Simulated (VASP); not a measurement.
Si2N:

```
Si N
1.0
     4.95390    0.00000    0.00000
     0.00000    4.95390    0.00000
     0.00000    0.00000    3.19081
Si N
4 2
Direct
  0.30600 0.30600 0.00000
  0.19400 0.80600 0.50000
  0.69400 0.69400 0.00000
  0.80600 0.19400 0.50000
  0.00000 0.00000 0.00000
  0.50000 0.50000 0.50000
```

```yaml
Program: VASP 6.6.1
Task: relaxation of cell and atoms
Functional: PBE
Potentials_or_basis: VASP PAW PBE potentials, release 64 (Si, N_h)
Cutoff: 910 eV
k_mesh: 4 × 4 × 6
Occupations: gaussian, width 0.1 eV
Spin: no spin polarisation
```

At the start: pressure 1.3 GPa; volume 13.05 Å³/atom.

Question: Where does the relaxation end?

Answer: Over 42 steps the energy falls by 410.6 meV/atom and the volume is 16.53 Å³/atom (+26.6 %); space group P4_2/mnm (No. 136, to 0.1 Å) before and after.

The path:
```tsv
step	energy change (eV)	largest force (eV/Å)	pressure (GPa)	volume (Å³)
1	0.0000	0.9150	1.29	78.31
3	-0.7936	0.2493	-10.61	82.25
5	-0.9728	0.1876	-7.75	79.41
7	-1.0321	0.2939	-5.96	77.28
9	-1.1424	0.1573	-0.15	73.06
11	-1.1450	0.1539	0.18	72.87
13	-1.1673	0.1729	0.66	72.84
15	-1.1938	0.0419	5.72	72.65
17	-1.2071	0.0839	3.29	72.79
19	-1.2210	0.0551	3.21	73.34
21	-1.2717	0.0569	4.39	75.59
23	-0.5097	4.5877	21.23	84.86
25	-1.3358	0.7152	9.16	78.99
27	-1.3523	0.9756	10.19	80.18
29	-1.3992	1.4793	12.63	82.65
31	-1.5164	2.1734	12.95	85.99
33	-1.9986	1.8945	7.81	92.72
35	-2.2835	1.3883	1.88	101.82
37	-2.4306	0.0612	-1.45	100.95
39	-2.4632	0.0605	0.05	99.24
41	-2.4635	0.0620	0.19	99.08
42	-2.4638	0.0275	0.04	99.16
```

Final structure:
```cif
data_structure
_symmetry_space_group_name_H-M 'P 1'
_symmetry_Int_Tables_number 1
_cell_length_a 6.1974
_cell_length_b 6.1974
_cell_length_c 2.5818
_cell_angle_alpha 90.000
_cell_angle_beta 90.000
_cell_angle_gamma 90.000
_cell_volume 99.16
loop_
_atom_site_label
_atom_site_type_symbol
_atom_site_fract_x
_atom_site_fract_y
_atom_site_fract_z
_atom_site_occupancy
Si1 Si 0.34670 0.34670 0.00000 1
Si2 Si 0.15330 0.84670 0.50000 1
Si3 Si 0.65330 0.65330 0.00000 1
Si4 Si 0.84670 0.15330 0.50000 1
N1 N 0.00000 0.00000 0.00000 1
N2 N 0.50000 0.50000 0.50000 1
```

Caveat: the cutoff is under 1.25 times the usual one of these potentials, so pressure, stress and relaxed cells hold a basis-set (Pulay) error; the volume moved by over 15 % at a fixed basis, so the end points are rough.
